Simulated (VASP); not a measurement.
Wanted: the native input for a VASP 6.6.1 run.

* Task: single point
* Functional: r2SCAN
* Potentials or basis: VASP PAW PBE potentials, release 64 (Ta_pv, F)
* Cutoff: 520 eV
* k mesh: 5 × 5 × 5
* Occupations: methfessel-paxton, width 0.05 eV
* Spin: no spin polarisation
* Dipole correction: no
* Further INCAR settings: ALGO = Normal; EDIFF = 1e-07; NBANDS = 24

TaF3:

```xyz
4
Lattice="4.0895 0.0000 0.0000 0.0000 4.0895 0.0000 0.0000 0.0000 4.0895" Properties=species:S:1:pos:R:3 pbc="T T T"
Ta    0.0000    0.0000    0.0000
F     2.0448    0.0000    0.0000
F     0.0000    2.0448    0.0000
F     0.0000    0.0000    2.0448
```

One way to write it, as run:

POSCAR

```
TaF3
1.0
    4.0895105804      0.0000000000      0.0000000000
    0.0000000000      4.0895105804      0.0000000000
    0.0000000000      0.0000000000      4.0895105804
Ta F
1 3
Direct
    0.0000000000      0.0000000000      0.0000000000
    0.5000000000      0.0000000000      0.0000000000
    0.0000000000      0.5000000000      0.0000000000
    0.0000000000      0.0000000000      0.5000000000
```

INCAR.step1

```
SYSTEM = TaF3
PREC = Accurate
ENCUT = 520
ISMEAR = 1
SIGMA = 0.05
LREAL = .FALSE.
LASPH = .TRUE.
NELM = 60
NBANDS = 24
GGA = PE
ALGO = Normal
EDIFF = 1E-4
LWAVE = .TRUE.
LCHARG = .FALSE.
```

INCAR.step2

```
SYSTEM = TaF3
PREC = Accurate
ENCUT = 520
EDIFF = 1E-7
ISMEAR = 1
SIGMA = 0.05
LREAL = .FALSE.
LASPH = .TRUE.
NELM = 60
ALGO = Normal
ISIF = 2
LWAVE = .FALSE.
LCHARG = .FALSE.
METAGGA = R2SCAN
LMIXTAU = .TRUE.
NBANDS = 24
ISTART = 1
```

KPOINTS

```
Automatic mesh
0
G
  5 5 5
  0 0 0
```

Potentials or basis: VASP PAW PBE potentials, release 64 (Ta_pv, F).

Command:

```bash
$ cat potpaw_PBE.64/Ta_pv/POTCAR potpaw_PBE.64/F/POTCAR > POTCAR
$ cp INCAR.step1 INCAR
$ mpirun -np 1 vasp_std > vasp.out
$ cp INCAR.step2 INCAR
$ mpirun -np 1 vasp_std > vasp.out
```

It gave:

```
Pressure               : 0.3 GPa
Band gap on the k mesh : zero (band 16 reaches 4.61 eV, above the bottom of band 17 at 2.55 eV)
```

Caveat: the PAW data sets were made with another functional, which shifts forces and pressure a little; spin-orbit coupling is left out, which moves the levels of the heavy elements.

Run time: 60 s on 1 thread of Intel(R) Xeon(R) Platinum 8488C (Sapphire Rapids), with other jobs on the host, peak memory 0.17 GiB.
